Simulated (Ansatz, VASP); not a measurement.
# GaN: VASP beside Ansatz

```
Ga N
1.0
     0.00000    2.13524    2.13524
     2.13524    0.00000    2.13524
     2.13524    2.13524    0.00000
Ga N
1 1
Direct
  0.05854 0.05854 0.94146
  0.50000 0.50000 0.50000
```

Change from the starting cell: all Ga atoms moved -0.250 Å, as atom 1 towards its neighbour atom 2 (N) at 2.135 Å.

Alike in both runs: task single point; functional r2SCAN; k mesh 12 × 12 × 12; occupations gaussian, width 0.05 eV; no spin polarisation.

|  | VASP | Ansatz |
| --- | --- | --- |
| version | VASP 6.6.1 | Ansatz 0.2.0 |
| potentials or method | VASP PAW PBE potentials, release 64 (Ga_d, N), cutoff 520 eV | scalar-relativistic, plane waves, PAW |
| valence electrons in the cell | 18 | 18 |

Ansatz gave:

- gap on the k mesh at the Fermi level (eV): 0.94
- least direct gap on the mesh (eV): 2.73
- pressure (GPa): -0.9
- traceless stress, the component that is largest in VASP (GPa): 18.69
- rms of the force components (eV/Å): 0.706

Problem. Which values does VASP return?

Solution. gap on the k mesh at the Fermi level (eV): 0.91; least direct gap on the mesh (eV): 2.76; pressure (GPa): 0.2; traceless stress, the component that is largest in VASP (GPa): 19.09; rms of the force components (eV/Å): 0.741.

VASP's potentials were made for PBE, not for r2SCAN. Atom by atom the forces differ by 0.035 eV/Å (rms over components).
